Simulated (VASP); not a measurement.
# SnO (P4/nmm) in VASP: notebook, part 2 of 2

VASP 6.6.1.

## Step 3: Single point, r2SCAN

This run uses another cell than the first one, of 17.11 Å³/atom, 1.010 times its volume.

Contents of POSCAR:

```
SnO
1.0
    3.7925880617      0.0000000000      0.0000000000
    0.0000000000      3.7925880617      0.0000000000
    0.0000000000      0.0000000000      4.7583872278
Sn O
2 2
Direct
    0.0000000000      0.5000000000      0.2410331232
    0.5000000000      0.0000000000      0.7589668768
    0.5000000000      0.5000000000      0.0000000000
    0.0000000000      0.0000000000      0.0000000000
```

Contents of INCAR.step1:

```
ALGO = Normal
EDIFF = 1E-4
ENCUT = 520
GGA = PE
ISMEAR = -1
LASPH = T
LCHARG = F
LREAL = F
LWAVE = T
NBANDS = 28
NELM = 80
PREC = Accurate
SIGMA = 0.02
```

Contents of INCAR.step2:

```
ALGO = Normal
EDIFF = 1E-7
ENCUT = 520
ISIF = 2
ISMEAR = -1
ISTART = 1
LASPH = T
LCHARG = F
LMIXTAU = T
LREAL = F
LWAVE = F
METAGGA = R2SCAN
NBANDS = 28
NELM = 80
PREC = Accurate
SIGMA = 0.02
```

Contents of KPOINTS:

```
k-points
0
Gamma
  6 6 6
```

Potentials or basis: VASP PAW PBE potentials, release 64 (Sn_d, O).

The run is started by

```bash
cat potpaw_PBE.64/Sn_d/POTCAR potpaw_PBE.64/O/POTCAR > POTCAR
cp INCAR.step1 INCAR
mpirun -np 1 vasp_std > vasp.out
cp INCAR.step2 INCAR
mpirun -np 1 vasp_std > vasp.out
```

OUTCAR:

```text
EDIFF = 1E-7
   ENCUT = 520
   ISIF = 2
   ISMEAR = -1
   ISTART = 1
   LASPH = T
   LREAL = F
   METAGGA = R2SCAN
   NELM = 80
   PREC = Accurate

 ion  position               nearest neighbor table
   1  0.000  0.500  0.241-   3 2.22   4 2.22   4 2.22   3 2.22   2 3.53   2 3.53   2 3.53   2 3.53
                             2 3.64   2 3.64   2 3.64   2 3.64
   2  0.500  0.000  0.759-   3 2.22   4 2.22   3 2.22   4 2.22   1 3.53   1 3.53   1 3.53   1 3.53
                             1 3.64   1 3.64   1 3.64   1 3.64
   3  0.500  0.500  0.000-   1 2.22   2 2.22   2 2.22   1 2.22
[... 942 lines left out ...]
 [... further k-points ...]
[... 5 lines left out ...]
  --------------------------------------------------------------------------------------
  -------------------------------------------------------------------------------------
  Total        0.7773089      0.7773089      0.7582252      0.0000000      0.0000000      0.0000000
  in kB       18.1958817     18.1958817     17.7491548      0.0000000      0.0000000      0.0000000
  external PRESSURE =      18.0469727 kB  Pullay stress =       0.0000000 kB

 VOLUME and BASIS-vectors are now :
 -----------------------------------------------------------------------------
  energy-cutoff  :      520.00
  volume of cell :       68.44
      direct lattice vectors                 reciprocal lattice vectors
     3.792588062  0.000000000  0.000000000     0.263672190  0.000000000  0.000000000
     0.000000000  3.792588062  0.000000000     0.000000000  0.263672190  0.000000000
     0.000000000  0.000000000  4.758387228     0.000000000  0.000000000  0.210155238

 POSITION                                       TOTAL-FORCE (eV/Angst)
 -----------------------------------------------------------------------------------
      0.00000      1.89629      1.14693        -0.000000      0.000000      0.119170
      1.89629      0.00000      3.61146         0.000000      0.000000     -0.119170
      1.89629      1.89629      0.00000        -0.000000      0.000000      0.000000
      0.00000      0.00000      0.00000        -0.000000     -0.000000      0.000000
 -----------------------------------------------------------------------------------
    total drift:                                0.000000      0.000000     -0.000000

  FREE ENERGIE OF THE ION-ELECTRON SYSTEM (eV)
  ---------------------------------------------------
  free  energy   TOTEN  =       -66.8889777843 eV

  energy  without entropy=      -66.8886541364  energy(sigma->0) =      -66.88881596
```

OUTCAR.step1:

```text
EDIFF = 1E-4
   ENCUT = 520
   GGA = PE
   ISMEAR = -1
   LASPH = T
[... 975 lines left out ...]
      0.00000      1.89629      1.14693         0.000000     -0.000000      0.586097
      1.89629      0.00000      3.61146        -0.000000      0.000000     -0.586097
      1.89629      1.89629      0.00000         0.000000     -0.000000     -0.000000
      0.00000      0.00000      0.00000         0.000000      0.000000     -0.000000
 -----------------------------------------------------------------------------------
    total drift:                                0.000000      0.000000     -0.000000

  FREE ENERGIE OF THE ION-ELECTRON SYSTEM (eV)
  ---------------------------------------------------
  free  energy   TOTEN  =       -22.6387474532 eV

  energy  without entropy=      -22.6382025101  energy(sigma->0) =      -22.63847498
```

It took 88 s on 1 thread of Intel Xeon 6975P-C (Granite Rapids), shared host; peak memory 0.21 GiB.

Results:

* Free energy: -66.8890 eV
* Pressure: 1.8 GPa
* Largest force: 0.119 eV/Å
* Band gap on the k mesh: 0.03 eV, indirect (least direct gap 2.20 eV)

Forces in eV/Å, atoms in the order of the input:
```
Sn   0.000  0.000  0.119
Sn   0.000  0.000 -0.119
O    0.000  0.000  0.000
O    0.000  0.000  0.000
```

Caveat: the PAW data sets were made with another functional, which shifts forces and pressure a little; spin-orbit coupling is left out, which moves the levels of the heavy elements. A k mesh can miss the band edges.

## Step 4: Single point, r2SCAN (uniaxial z strain +1.0%)

Contents of POSCAR:

```
SnO
1.0
    3.7925880617      0.0000000000      0.0000000000
    0.0000000000      3.7925880617      0.0000000000
    0.0000000000      0.0000000000      4.8059711001
Sn O
2 2
Direct
    0.0000000000      0.5000000000      0.2389213358
    0.5000000000      0.0000000000      0.7610786642
    0.5000000000      0.5000000000      0.0000000000
    0.0000000000      0.0000000000      0.0000000000
```

Contents of INCAR.step1:

```
PREC     = Accurate       # precision mode
ENCUT    = 520            # plane-wave cutoff, eV
ISMEAR   = -1             # smearing method
SIGMA    = 0.02           # smearing width, eV
LREAL    = False          # projectors in reciprocal space
LASPH    = True           # aspherical terms in the spheres
NELM     = 80             # most SCF steps
NBANDS   = 28             # bands
GGA      = PE             # functional
ALGO     = Normal         # electronic algorithm
EDIFF    = 1E-4           # SCF threshold, eV
LWAVE    = True           # write WAVECAR
LCHARG   = False          # write CHGCAR
```

Contents of INCAR.step2:

```
PREC     = Accurate       # precision mode
ENCUT    = 520            # plane-wave cutoff, eV
EDIFF    = 1E-6           # SCF threshold, eV
ISMEAR   = -1             # smearing method
SIGMA    = 0.02           # smearing width, eV
LREAL    = False          # projectors in reciprocal space
LASPH    = True           # aspherical terms in the spheres
NELM     = 80             # most SCF steps
ALGO     = Normal         # electronic algorithm
ISIF     = 2              # what is computed and relaxed
LWAVE    = False          # write WAVECAR
LCHARG   = False          # write CHGCAR
METAGGA  = R2SCAN         # meta-GGA
LMIXTAU  = True         
NBANDS   = 28             # bands
ISTART   = 1
```

Contents of KPOINTS:

```
regular mesh
0
Gamma
  6 6 6
```

The run is started by

```bash
cat potpaw_PBE.64/Sn_d/POTCAR potpaw_PBE.64/O/POTCAR > POTCAR
cp INCAR.step1 INCAR
mpirun -np 1 vasp_std > vasp.out
cp INCAR.step2 INCAR
mpirun -np 1 vasp_std > vasp.out
```

Wall time 87 s (1 thread of Intel Xeon 6975P-C (Granite Rapids), shared host); peak memory 0.21 GiB.

It converged, with:

- Free energy: -66.8942 eV
- Pressure: 1.6 GPa
- Largest force: 0.124 eV/Å
- Band gap on the k mesh: 0.10 eV, indirect (least direct gap 2.26 eV)

Forces on the atoms (eV/Å):
```
Sn   0.000  0.000  0.124
Sn   0.000  0.000 -0.124
O    0.000  0.000  0.000
O    0.000  0.000  0.000
```

Stress tensor (GPa, compression positive):
```
1.74 0.00 0.00
0.00 1.74 0.00
0.00 0.00 1.43
```

Levels at points of the mesh, in eV from the valence-band top:
```csv
k point,band 18,band 19,band 20,band 21,band 22,band 23
"(0.00, 0.00, 0.00)",-3.67,-3.67,0.00,2.44,4.65,4.80
"(0.50, 0.00, 0.00)",-5.38,-3.07,-3.07,3.49,3.49,6.17
"(0.50, 0.50, 0.00)",-2.99,-2.16,-2.16,0.10,0.10,4.73
"(0.00, 0.00, 0.50)",-3.68,-3.04,-2.62,1.96,3.04,3.04
"(0.50, 0.00, 0.50)",-5.34,-2.07,-2.07,2.80,2.80,5.64
"(0.50, 0.50, 0.50)",-2.99,-2.99,-2.99,2.40,2.40,4.42
```

Caveat: the cell differs from its parent crystal (uniaxial z strain +1.0%); the PAW data sets were made with another functional, which shifts forces and pressure a little; spin-orbit coupling is left out, which moves the levels of the heavy elements. A k mesh can miss the band edges.

## Step 5: Overview

```csv
cell,gap on the mesh (eV),pressure (GPa),largest force (eV/Å)
"a = 3.793, b = 3.793, c = 4.711 Å, 4 atoms",none,2.1,0.13
"a = 3.793, b = 3.793, c = 4.758 Å, 4 atoms",0.03,1.8,0.12
"a = 3.793, b = 3.793, c = 4.806 Å, 4 atoms",0.10,1.6,0.12
```

Alike in all rows: task single point; level r2SCAN; potentials or basis VASP PAW PBE potentials, release 64 (Sn_d, O); no spin polarisation; k mesh 6 × 6 × 6; cutoff (eV) 520; smearing fermi-dirac 0.02 eV.

Caveats: the PAW data sets were made with another functional, which shifts forces and pressure a little; spin-orbit coupling is left out, which moves the levels of the heavy elements.

Absolute energies hang on the potentials; compare differences alone.
